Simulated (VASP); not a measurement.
# Cr (P6/mmm) in VASP: further runs

Cr is run at these levels: r2SCAN; tasks: single point.

Everything below comes from runs of VASP 6.6.1. Logs are shortened: lines on timing, memory, paths and dates and some standing lists are left out, and cuts for length are marked.

### Step 1. The cell of the first run

It takes space group P6/mmm (No. 191, hexagonal). The conventional cell has a = 4.030 Å, b = 4.030 Å, c = 2.175 Å, α = 90.00°, β = 90.00°, γ = 120.00°. Within 2.9 Å of Cr (site symmetry 6/mmm) lie 14 Cr at 2.17 to 2.57 Å. Cr (site symmetry -6m2) has 11 Cr at 2.17 to 2.57 Å within 2.9 Å.

This isn't the form of Cr at room conditions, which is bcc.

### Step 2. Single point, r2SCAN (10.20 Å³/atom)

The input, POSCAR:

```
Cr
1.0
    4.0301982455      0.0000000000      0.0000000000
   -2.0150991227      3.4902540629      0.0000000000
    0.0000000000      0.0000000000      2.1745769650
Cr
3
Direct
    0.0000000000      1.0000000000      0.0000000000
    0.3333333333      0.6666666667      0.5000000000
    0.6666666667      0.3333333333      0.5000000000
```

The input, INCAR.step1:

```
SYSTEM = Cr
PREC = Accurate ; ENCUT = 520
ISMEAR = -1 ; SIGMA = 0.1
LREAL = .FALSE. ; LASPH = .TRUE.
NELM = 60 ; NBANDS = 25
GGA = PE ; ALGO = Normal
EDIFF = 1E-4 ; LWAVE = .TRUE.
LCHARG = .FALSE.
```

The input, INCAR.step2:

```
SYSTEM = Cr
PREC = Accurate ; ENCUT = 520
EDIFF = 1E-6 ; ISMEAR = -1
SIGMA = 0.1 ; LREAL = .FALSE.
LASPH = .TRUE. ; NELM = 60
ALGO = Normal ; ISIF = 2
LWAVE = .FALSE. ; LCHARG = .FALSE.
METAGGA = R2SCAN ; LMIXTAU = .TRUE.
NBANDS = 25 ; ISTART = 1
```

The input, KPOINTS:

```
Automatic mesh
0
G
  10 10 15
  0 0 0
```

Potentials or basis: VASP PAW PBE potentials, release 64 (Cr_pv).

Started as:

```
> cat potpaw_PBE.64/Cr_pv/POTCAR > POTCAR
> cp INCAR.step1 INCAR
> mpirun -np 1 vasp_std > vasp.out
> cp INCAR.step2 INCAR
> mpirun -np 1 vasp_std > vasp.out
```

OUTCAR:

```text
SYSTEM = Cr
   PREC = Accurate
   ENCUT = 520
   EDIFF = 1E-6
   ISMEAR = -1
   LREAL = .FALSE.
   LASPH = .TRUE.
   NELM = 60
   ISIF = 2
   METAGGA = R2SCAN
   ISTART = 1

 ion  position               nearest neighbor table
   1  0.000  0.000  0.000-   2 2.57   3 2.57   2 2.57   3 2.57   2 2.57   2 2.57   3 2.57   3 2.57
                             3 2.57   3 2.57   2 2.57   2 2.57
   2  0.333  0.667  0.500-   3 2.33   3 2.33   3 2.33   1 2.57   1 2.57   1 2.57   1 2.57   1 2.57
                             1 2.57
   3  0.667  0.333  0.500-   2 2.33   2 2.33   2 2.33   1 2.57   1 2.57   1 2.57   1 2.57   1 2.57
                             1 2.57

  LATTYP: Found a hexagonal cell.
 ALAT       =     4.0301982455
 C/A-ratio  =     0.5395707190

  Lattice vectors:

 A1 = (   4.0301982455,   0.0000000000,   0.0000000000)
 A2 = (  -2.0150991227,   3.4902540629,   0.0000000000)
 A3 = (   0.0000000000,   0.0000000000,   2.1745769650)

Analysis of symmetry for initial positions (statically):
=====================================================================
 Subroutine PRICEL returns:
 Original cell was already a primitive cell.

 Routine SETGRP: Setting up the symmetry group for a
 hexagonal supercell.

 Subroutine GETGRP returns: Found 24 space group operations
 (whereof 24 operations were pure point group operations)
 out of a pool of 24 trial point group operations.

The static configuration has the point symmetry D_6h.

Analysis of symmetry for dynamics (positions and initial velocities):
=====================================================================
 Subroutine PRICEL returns:
 Original cell was already a primitive cell.

 Routine SETGRP: Setting up the symmetry group for a
 hexagonal supercell.

 Subroutine GETGRP returns: Found 24 space group operations
 (whereof 24 operations were pure point group operations)
 out of a pool of 24 trial point group operations.

The dynamic configuration has the point symmetry D_6h.

 Subroutine INISYM returns: Found 24 space group operations
 (whereof 24 operations are pure point group operations),
 and found     1 'primitive' translations

----------------------------------------------------------------------------------------

                                     Primitive cell

  volume of cell :      30.5885

  direct lattice vectors                    reciprocal lattice vectors
     4.030198246  0.000000000  0.000000000     0.248126752  0.143256047  0.000000000
    -2.015099123  3.490254063  0.000000000     0.000000000  0.286512094  0.000000000
     0.000000000  0.000000000  2.174576965     0.000000000  0.000000000  0.459859557

  length of vectors
     4.030198246  4.030198245  2.174576965     0.286512094  0.286512094  0.459859557

  position of ions in fractional coordinates (direct lattice)
     0.000000000  0.000000000  0.000000000
     0.333333333  0.666666667  0.500000000
     0.666666667  0.333333333  0.500000000

  ion indices of the primitive-cell ions
   primitive index   ion index
                 1           1
                 2           2
                 3           3

----------------------------------------------------------------------------------------

 KPOINTS: Automatic mesh

Automatic generation of k-mesh.
 Grid dimensions read from file:
 generate k-points for:   10   10   15

 Generating k-lattice:

  Cartesian coordinates                     Fractional coordinates (reciprocal lattice)
     0.024812675  0.014325605  0.000000000     0.100000000  0.000000000  0.000000000
     0.000000000  0.028651209  0.000000000     0.000000000  0.100000000  0.000000000
     0.000000000  0.000000000  0.030657304     0.000000000  0.000000000  0.066666667

  Length of vectors
     0.028651209  0.028651209  0.030657304

  Shift w.r.t. Gamma in fractional coordinates (k-lattice)
     0.000000000  0.000000000  0.000000000

 Subroutine IBZKPT returns following result:
 ===========================================

 Found    112 irreducible k-points:

 Following reciprocal coordinates:
            Coordinates               Weight
  0.000000  0.000000  0.000000      1.000000
  0.100000  0.000000  0.000000      6.000000
  0.200000  0.000000  0.000000      6.000000
  0.300000 -0.000000  0.000000      6.000000
  0.400000 -0.000000  0.000000      6.000000
  0.500000 -0.000000  0.000000      3.000000
[... 16 lines left out ...]
  0.300000  0.100000  0.066667     24.000000
  0.400000  0.100000  0.066667     24.000000
 [... further k-points ...]
   k-points           NKPTS =    112   k-points in BZ     NKDIM =    112   number of bands    NBANDS=     25
   number of dos      NEDOS =    301   number of ions     NIONS =      3
   total plane-waves  NPLWV =  14400
   dimension x,y,z NGX =    30 NGY =   30 NGZ =   16
   dimension x,y,z NGXF=    60 NGYF=   60 NGZF=   32
   ions per type =               3
   NGX,Y,Z   is equivalent  to a cutoff of  12.38, 12.38, 12.23 a.u.
   NGXF,Y,Z  is equivalent  to a cutoff of  24.75, 24.75, 24.46 a.u.
 SYSTEM =  Cr
   PREC   = accura    normal or accurate (medium, high low for compatibility)
   ISTART =      1    job   : 0-new  1-cont  2-samecut
   ICHARG =      0    charge: 1-file 2-atom 10-const
   ISPIN  =      1    spin polarized calculation?
   LNONCOLLINEAR =      F non collinear calculations
   LSORBIT =      F    spin-orbit coupling
   LASPH  =      T    aspherical Exc in radial PAW
   ENCUT  =  520.0 eV  38.22 Ry    6.18 a.u.   7.49  7.49  4.04*2*pi/ulx,y,z
   NELM   =     60;   NELMIN=  2; NELMDL=  0     # of ELM steps
   EDIFF  = 0.1E-05   stopping-criterion for ELM
   LREAL  =      F    real-space projection
   EDIFFG = 0.1E-04   stopping-criterion for IOM
   NSW    =      0    number of steps for IOM
   IBRION =     -1    ionic relax: 0-MD 1-quasi-New 2-CG
   NFREE  =      0    steps in history (QN), initial steepest desc. (CG)
   ISIF   =      2    stress and relaxation
   ISYM   =      2    0-nonsym 1-usesym 2-fastsym
   POTIM  = 0.5000    time-step for ionic-motion
   TEBEG  =    0.0;   TEEND  =   0.0 temperature during run
   PSTRESS=    0.0 pullay stress
   NELECT =      36.0000    total number of electrons
   NUPDOWN=      -1.0000    fix difference up-down
   EMIN   =  10.00;   EMAX   =-10.00  energy-range for DOS
   EFERMI =   0.00;   METHOD = LEGACY
   ISMEAR =    -1;   SIGMA  =   0.10  broadening in eV -4-tet -1-fermi 0-gaus
   EFERMI_NEDOS =   21; number of points for ismear=-14 and -15
   IALGO  =     38    algorithm
   IMIX   =      4    mixing-type and parameters
     AMIX     =   0.40;   BMIX     =  1.00
     AMIX_MAG =   1.60;   BMIX_MAG =  1.00
  volume/ion in A,a.u.               =      10.20        68.81
  Fermi-wavevector in a.u.,A,eV,Ry     =   1.728448  3.266293 40.647835  2.987532
  Thomas-Fermi vector in A             =   2.803380
   LORBIT       =      0    0 simple, 1 ext, 2 COOP (PROOUT), +10 PAW based schemes
   METAGGA = R2SCAN    functional components
   LHFCALC =     F    Hartree Fock is set to
   AEXX    =    0.0000 exact exchange contribution
   IVDW    =     0    specifies the selected vdW correction
   LEPSILON=     F    determine dielectric tensor
   LRPA    =     F    only Hartree local field effects (RPA)
 non-spin polarized calculation
  energy-cutoff  :      520.00
  volume of cell :       30.59
 maximum number of plane-waves:       842
 NGX is ok and might be reduce to    30
   NGX = 15   NGY = 15   NGZ =  9

 number of electron      35.9999996 magnetization

 Free energy of the ion-electron system (eV)
  ---------------------------------------------------
  ext. energy  EPLUGINS =         0.00000000
  ---------------------------------------------------
  free energy    TOTEN  =       -42.78577666 eV

  energy without entropy =      -42.65375817  energy(sigma->0) =      -42.71976742

 E-fermi :  12.7724     XC(G=0): -15.7717

 val. band max:       12.7639955226   @ k =   0.1000   0.1000   0.4000
 cond. band min:      12.7725442850   @ k =   0.1000   0.0000   0.2667
 fundamental gap:      0.0085487624
 Fermi energy:        12.7723843901

 k-point     1 :       0.0000    0.0000    0.0000
  band No.  band energies     occupation
      1     -32.1864      2.00000
      2     -32.1864      2.00000
      3     -32.0875      2.00000
      4     -32.0875      2.00000
      5     -31.2509      2.00000
      6     -31.2509      2.00000
[... 17 lines left out ...]
     24      16.2254      0.00000
     25      16.2255      0.00000

 k-point     2 :       0.1000    0.0000    0.0000
  band No.  band energies     occupation
      1     -32.2701      2.00000
      2     -32.2502      2.00000
      3     -31.9959      2.00000
      4     -31.9842      2.00000
      5     -31.2920      2.00000
      6     -31.2579      2.00000
[... 17 lines left out ...]
     24      16.1317      0.00000
     25      16.2093      0.00000

 k-point     3 :       0.2000    0.0000    0.0000
  band No.  band energies     occupation
      1     -32.3731      2.00000
      2     -32.2894      2.00000
      3     -31.8701      2.00000
      4     -31.8359      2.00000
      5     -31.4053      2.00000
      6     -31.2786      2.00000
[... 17 lines left out ...]
     24      15.8739      0.00000
     25      16.1601      0.00000

 k-point     4 :       0.3000   -0.0000    0.0000
  band No.  band energies     occupation
      1     -32.4546      2.00000
      2     -32.2608      2.00000
      3     -31.7533      2.00000
      4     -31.7313      2.00000
      5     -31.5434      2.00000
      6     -31.3113      2.00000
[... 17 lines left out ...]
     24      15.5349      0.00000
     25      16.0761      0.00000
[... 477 lines left out ...]
 k-point    22 :       0.2000    0.1000    0.0667
  band No.  band energies     occupation
      1     -32.3833      2.00000
      2     -32.2972      2.00000
      3     -31.7797      2.00000
      4     -31.7482      2.00000
      5     -31.5001      2.00000
      6     -31.2897      2.00000
[... 17 lines left out ...]
     24      15.4533      0.00000
     25      15.9496      0.00000

 k-point    23 :       0.3000    0.1000    0.0667
  band No.  band energies     occupation
      1     -32.4418      2.00000
      2     -32.2341      2.00000
      3     -31.7763      2.00000
      4     -31.6636      2.00000
      5     -31.5653      2.00000
      6     -31.3199      2.00000
[... 17 lines left out ...]
     24      15.5192      0.00000
     25      15.8246      0.00000

 k-point    24 :       0.4000    0.1000    0.0667
  band No.  band energies     occupation
      1     -32.4733      2.00000
      2     -32.1099      2.00000
      3     -31.9394      2.00000
      4     -31.6078      2.00000
      5     -31.5260      2.00000
      6     -31.3458      2.00000
[... 17 lines left out ...]
     24      15.6660      0.00000
     25      15.7525      0.00000

 [... further k-points ...]
[... 5 lines left out ...]
  --------------------------------------------------------------------------------------
  -------------------------------------------------------------------------------------
  Total        8.1399006      8.1399006      8.9691417      0.0000000      0.0000000      0.0000000
  in kB      426.3550852    426.3550852    469.7894194      0.0000000      0.0000000      0.0000000
  external PRESSURE =     440.8331966 kB  Pullay stress =       0.0000000 kB

 VOLUME and BASIS-vectors are now :
 -----------------------------------------------------------------------------
  energy-cutoff  :      520.00
  volume of cell :       30.59
      direct lattice vectors                 reciprocal lattice vectors
     4.030198246  0.000000000  0.000000000     0.248126752  0.143256047  0.000000000
    -2.015099123  3.490254063  0.000000000     0.000000000  0.286512094  0.000000000
     0.000000000  0.000000000  2.174576965     0.000000000  0.000000000  0.459859557

 POSITION                                       TOTAL-FORCE (eV/Angst)
 -----------------------------------------------------------------------------------
      0.00000      0.00000      0.00000         0.000000      0.000000      0.000000
     -0.00000      2.32684      1.08729        -0.000000     -0.000000      0.000000
      2.01510      1.16342      1.08729         0.000000      0.000000      0.000000
 -----------------------------------------------------------------------------------
    total drift:                               -0.000000      0.000000      0.000000

  FREE ENERGIE OF THE ION-ELECTRON SYSTEM (eV)
  ---------------------------------------------------
  free  energy   TOTEN  =       -42.7857766619 eV

  energy  without entropy=      -42.6537581691  energy(sigma->0) =      -42.71976742
```

It took 2.4 min on 1 thread of Intel Xeon 6975P-C (Granite Rapids), shared host; peak memory 0.19 GiB.

Results:

```
Free energy            : -42.7858 eV
Pressure               : 44.1 GPa
Band gap on the k mesh : zero (bands 18 and 19 overlap by 1.00 eV)
```

Stress tensor (GPa, compression positive):
```
42.64  0.00  0.00
 0.00 42.64  0.00
 0.00  0.00 46.98
```

Caveat: the cell stands under pressure; the PAW data sets were made with another functional, which shifts forces and pressure a little; the run has no spin polarisation, though such a crystal can be magnetic. Spin polarisation is off, so any magnetic state and its effect on volume and gap are missing.

### Step 3. Single point, r2SCAN (10.66 Å³/atom)

This run uses another cell than the first one, of 10.66 Å³/atom.

The input, POSCAR:

```
Cr
1.0
    4.0903593276      0.0000000000      0.0000000000
   -2.0451796638      3.5423550883      0.0000000000
    0.0000000000      0.0000000000      2.2070381233
Cr
3
Direct
    0.0000000000      1.0000000000      0.0000000000
    0.3333333333      0.6666666667      0.5000000000
    0.6666666667      0.3333333333      0.5000000000
```

The input, INCAR.step1:

```
SYSTEM = Cr
ALGO = Normal
EDIFF = 1E-4
ENCUT = 520
GGA = PE
ISMEAR = -1
LASPH = .True.
LCHARG = .False.
LREAL = .False.
LWAVE = .True.
NBANDS = 25
NELM = 80
PREC = Accurate
SIGMA = 0.1
```

The input, INCAR.step2:

```
SYSTEM = Cr
ALGO = Normal
EDIFF = 1E-6
ENCUT = 520
ISIF = 2
ISMEAR = -1
ISTART = 1
LASPH = .True.
LCHARG = .False.
LMIXTAU = .True.
LREAL = .False.
LWAVE = .False.
METAGGA = R2SCAN
NBANDS = 25
NELM = 80
PREC = Accurate
SIGMA = 0.1
```

The input, KPOINTS:

```
k-points
0
Gamma
  10 10 15
  0 0 0
```

Potentials or basis: VASP PAW PBE potentials, release 64 (Cr_pv).

Started as:

```
> cat potpaw_PBE.64/Cr_pv/POTCAR > POTCAR
> cp INCAR.step1 INCAR
> mpirun -np 1 vasp_std > vasp.out
> cp INCAR.step2 INCAR
> mpirun -np 1 vasp_std > vasp.out
```

Run time: 2.5 min. Hardware: 1 thread of Intel Xeon 6975P-C (Granite Rapids), shared host; peak memory 0.19 GiB.

The run converged. Its results:

| Quantity | Value |
| --- | --- |
| Free energy | -43.0907 eV |
| Pressure | 26.7 GPa |
| Band gap on the k mesh | zero (bands 18 and 19 overlap by 0.82 eV) |

Stress tensor (GPa, compression positive):
```
25.63  0.00  0.00
 0.00 25.63  0.00
 0.00  0.00 28.83
```

Levels at points of the mesh, in eV from the Fermi level:
```csv
k point,band 14,band 15,band 16,band 17,band 18,band 19,band 20,band 21,band 22,band 23
"(0.00, 0.00, 0.00)",-2.57,-2.53,-2.53,-2.28,-0.41,-0.41,1.67,1.67,1.74,1.74
"(0.50, 0.00, 0.00)",-3.01,-2.44,-2.25,-2.01,0.41,1.00,1.62,1.83,1.91,2.04
```

Caveat: the cell stands under pressure; the PAW data sets were made with another functional, which shifts forces and pressure a little; the run has no spin polarisation, though such a crystal can be magnetic. Spin polarisation is off, so any magnetic state and its effect on volume and gap are missing.

### Step 4. Single point, r2SCAN (11.12 Å³/atom)

This run uses another cell than the first one, of 11.12 Å³/atom.

The input, POSCAR:

```
Cr
1.0
    4.1488009281      0.0000000000      0.0000000000
   -2.0744004640      3.5929669990      0.0000000000
    0.0000000000      0.0000000000      2.2385714997
Cr
3
Direct
    0.0000000000      1.0000000000      0.0000000000
    0.3333333333      0.6666666667      0.5000000000
    0.6666666667      0.3333333333      0.5000000000
```

The input, INCAR.step1:

```
SYSTEM = Cr
ALGO = Normal ; EDIFF = 1E-4
ENCUT = 520 ; GGA = PE
ISMEAR = -1 ; LASPH = .TRUE.
LCHARG = .FALSE. ; LREAL = .FALSE.
LWAVE = .TRUE. ; NBANDS = 25
NELM = 80 ; PREC = Accurate
SIGMA = 0.1
```

The input, INCAR.step2:

```
SYSTEM = Cr
ALGO = Normal ; EDIFF = 1E-6
ENCUT = 520 ; ISIF = 2
ISMEAR = -1 ; ISTART = 1
LASPH = .TRUE. ; LCHARG = .FALSE.
LMIXTAU = .TRUE. ; LREAL = .FALSE.
LWAVE = .FALSE. ; METAGGA = R2SCAN
NBANDS = 25 ; NELM = 80
PREC = Accurate ; SIGMA = 0.1
```

The input, KPOINTS:

```
k-points
0
G
  10 10 15
  0 0 0
```

Started as:

```
> cat potpaw_PBE.64/Cr_pv/POTCAR > POTCAR
> cp INCAR.step1 INCAR
> mpirun -np 1 vasp_std > vasp.out
> cp INCAR.step2 INCAR
> mpirun -np 1 vasp_std > vasp.out
```

Wall time 2 min (1 thread of Intel Xeon 6975P-C (Granite Rapids), shared host); peak memory 0.2 GiB.

It converged, with:

* Free energy: -43.2589 eV
* Pressure: 12.5 GPa
* Band gap on the k mesh: zero (bands 18 and 19 overlap by 0.67 eV)

Stress tensor (GPa, compression positive):
```
11.77  0.00  0.00
 0.00 11.77  0.00
 0.00  0.00 13.98
```

Levels at points of the mesh, in eV from the Fermi level:
```
           k point  band 14  band 15  band 16  band 17  band 18  band 19  band 20  band 21  band 22  band 23
(0.00, 0.00, 0.00)    -2.47    -2.42    -2.42    -2.18    -0.38    -0.38     1.60     1.60     1.67     1.67
(0.50, 0.00, 0.00)    -2.86    -2.29    -2.15    -1.88     0.29     0.98     1.52     1.75     1.83     1.93
```

Caveat: the cell stands under pressure; the PAW data sets were made with another functional, which shifts forces and pressure a little; the run has no spin polarisation, though such a crystal can be magnetic. Spin polarisation is off, so any magnetic state and its effect on volume and gap are missing.

### Step 5. Overview

| cell | gap on the mesh (eV) | pressure (GPa) |
| --- | --- | --- |
| a = 4.030, b = 4.030, c = 2.175 Å, angles 90.0, 90.0, 120.0°, 3 atoms | none | 44.1 |
| a = 4.090, b = 4.090, c = 2.207 Å, angles 90.0, 90.0, 120.0°, 3 atoms | none | 26.7 |
| a = 4.149, b = 4.149, c = 2.239 Å, angles 90.0, 90.0, 120.0°, 3 atoms | none | 12.5 |

Alike in all rows: task single point; level r2SCAN; potentials or basis VASP PAW PBE potentials, release 64 (Cr_pv); no spin polarisation; k mesh 10 × 10 × 15; cutoff (eV) 520; smearing fermi-dirac 0.1 eV.

Caveats: the cell stands under pressure; the PAW data sets were made with another functional, which shifts forces and pressure a little; the run has no spin polarisation, though such a crystal can be magnetic.

Absolute energies hang on the potentials; compare differences alone.
